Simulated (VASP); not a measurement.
A run of VASP 6.6.1 is set up as follows.

File INCAR:

```
PREC = Accurate
ENCUT = 520
EDIFF = 1E-7
ISMEAR = -1
SIGMA = 0.02
LREAL = F
LASPH = T
NELM = 80
ALGO = Normal
ISIF = 2
LWAVE = F
LCHARG = T
GGA = PE
LELF = T
LVHAR = T
NBANDS = 11
```

File KPOINTS:

```
regular mesh
0
Gamma
  8 8 8
```

Contents of POSCAR:

```
BAs
1.0
    0.0000000000      2.4046251121      2.4046251121
    2.4046251121      0.0000000000      2.4046251121
    2.4046251121      2.4046251121      0.0000000000
B As
1 1
Direct
    0.0000000000      0.0000000000      0.0000000000
    0.2500000000      0.2500000000      0.2500000000
```

Potentials or basis: VASP PAW PBE potentials, release 64 (B, As).

Run with:

```bash
$ cat potpaw_PBE.64/B/POTCAR potpaw_PBE.64/As/POTCAR > POTCAR
$ mpirun -np 1 vasp_std > vasp.out
```

**Question.** Estimate the pressure.

**Answer.** 0.6 GPa.

**Question.** What does it give for the band gap on the k mesh?

**Answer.** 1.21 eV, indirect (least direct gap 3.25 eV).

A k mesh can miss the band edges. As with any semilocal functional, this PBE gap is likely too small.
